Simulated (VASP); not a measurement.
Set up this calculation in VASP 6.6.1, as the native input.

```
Task                   : single point
Functional             : PBE
Potentials or basis    : VASP PAW PBE potentials, release 64 (Ag)
Cutoff                 : 520 eV
k mesh                 : 6 × 6 × 1
Occupations            : gaussian, width 0.1 eV
Spin                   : no spin polarisation
Dipole correction      : yes
Further INCAR settings : ALGO = Normal; EDIFF = 1e-07; NBANDS = 24
```

The structure of Ag lies in POSCAR:

```
Ag
1.0
    5.5001800549     -0.0000002750      0.0000000000
   -2.7500897893      4.7632957905      0.0000000000
    0.0000000000      0.0000000000     23.8000000000
Ag
3
Direct
    0.5000000000      0.0000000000      0.2941176471
    0.0000000000      0.5000000000      0.2941176471
    0.5000000000      0.5000000000      0.2941176471
```

The cell was built from a structure type or drawn by symmetry, and may not be a known phase.

These files were run (other wordings do the same):

INCAR

```
  PREC = Accurate
  ENCUT = 520
  EDIFF = 1E-7
  ISMEAR = 0
  SIGMA = 0.1
  LREAL = False
  LASPH = True
  NELM = 100
  ALGO = Normal
  ISIF = 2
  LWAVE = False
  LCHARG = True
  LDIPOL = True
  IDIPOL = 3
  DIPOL = 0.5 0.5 0.294
  GGA = PE
  LELF = True
  LVHAR = True
  LVACPOTAV = True
  NBANDS = 24
```

KPOINTS

```
regular mesh
0
Gamma
  6 6 1
```

Potentials or basis: VASP PAW PBE potentials, release 64 (Ag).

Launch:

```bash
$ cat potpaw_PBE.64/Ag/POTCAR > POTCAR
$ mpirun -np 1 vasp_std > vasp.out
```

Results of the run:

* Band gap on the k mesh: zero (an odd number of electrons rules out a gap without spin polarisation)
* Work function of the upper face: 4.87 eV
* Work function of the lower face: 4.87 eV

Run time: 3.2 min on 1 thread of AMD EPYC 9R45 (Zen 5), on a shared host, peak memory 0.62 GiB.
